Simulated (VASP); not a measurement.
Wanted: the native input for a VASP 6.6.1 run.

```
Task                   : relaxation of cell and atoms
Functional             : PBE
Dispersion             : D4
Potentials or basis    : VASP PAW PBE potentials, release 64 (Nb_sv)
Cutoff                 : 500 eV
k mesh                 : 11 × 11 × 11
Occupations            : fermi-dirac, width 0.05 eV
Spin                   : no spin polarisation
Dipole correction      : no
Further INCAR settings : ALGO = Normal; EDIFF = 1e-07; IBRION = 2; EDIFFG = -0.01; NSW = 60; ISIF = 3
```

The structure of Nb lies in POSCAR:

```
Nb
1.0
   -1.6639500000      1.6639500000      1.6639500000
    1.6639500000     -1.6639500000      1.6639500000
    1.6639500000      1.6639500000     -1.6639500000
Nb
1
Direct
    0.0000000000      0.0000000000      0.0000000000
```

One way to write it, as run:

INCAR

```
SYSTEM = Nb
  PREC = Accurate
  ENCUT = 500
  EDIFF = 1E-7
  ISMEAR = -1
  SIGMA = 0.05
  LREAL = .FALSE.
  LASPH = .TRUE.
  NELM = 120
  ALGO = Normal
  ISIF = 3
  LWAVE = .FALSE.
  LCHARG = .FALSE.
  GGA = PE
  IVDW = 13
  IBRION = 2
  NSW = 60
  EDIFFG = -0.01
  GGA_COMPAT = .FALSE.
  NELMIN = 4
```

KPOINTS

```
regular mesh
0
G
  11 11 11
  0 0 0
```

Potentials or basis: VASP PAW PBE potentials, release 64 (Nb_sv).

Run with:

```bash
$ cat potpaw_PBE.64/Nb_sv/POTCAR > POTCAR
$ mpirun -np 1 vasp_std > vasp.out
```

It gave:

| Quantity | Value |
| --- | --- |
| Relaxed volume | 17.87 Å³/atom |
| Relaxed cell | a = 2.853 Å, b = 2.853 Å, c = 2.853 Å, α = 109.47°, β = 109.47°, γ = 109.47° |
| Space group after relaxing (to 0.05 Å) | Im-3m (No. 229) |
| Energy gained by relaxing | 9.1 meV/atom |
| Ionic steps | 4 |
| Pressure after relaxing | 0.0 GPa |
| Dispersion energy per atom | -0.336 eV |

Caveat: pairwise dispersion overbinds metals, which lowers pressure and volume.

Run time: 63 s on 1 thread of Intel Xeon 8259CL (shared host), peak memory 0.15 GiB.
